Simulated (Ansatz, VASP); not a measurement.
**InSe: VASP beside Ansatz**

```
Se In
1.0
     3.82500    0.00000    0.00000
    -1.91250    3.31255    0.00000
     0.00000    0.00000   36.71996
Se In
2 2
Cartesian
  0.0000 0.0000 15.4920
  0.0000 0.0000 21.2270
  1.9125 1.1042 16.8715
  1.9125 1.1042 19.8474
```

Alike in both runs: task single point; functional PBE; dispersion D3(BJ); k mesh 9 × 9 × 1; occupations gaussian, width 0.02 eV; no spin polarisation.

```csv
,VASP,Ansatz
version,VASP 6.6.1,Ansatz 0.2.0
potentials or method,"VASP PAW PBE potentials, release 64 (Se, In_d), cutoff 520 eV","scalar-relativistic, plane waves, PAW"
valence electrons in the cell,38,58
```

|  | VASP | Ansatz | Ansatz less VASP |
| --- | --- | --- | --- |
| gap on the k mesh at the Fermi level (eV) | 1.93 | 1.93 | +0.004 |
| least direct gap on the mesh (eV) | 1.93 | 1.93 | +0.004 |
| rms of the force components (eV/Å) | 0.403 | 0.396 | -0.0070 |

VASP's potentials hold 38 valence electrons a cell and Ansatz's 58, so a difference there can come from the potentials and not from the codes. Ansatz's warnings: structure snapped to symmetry.
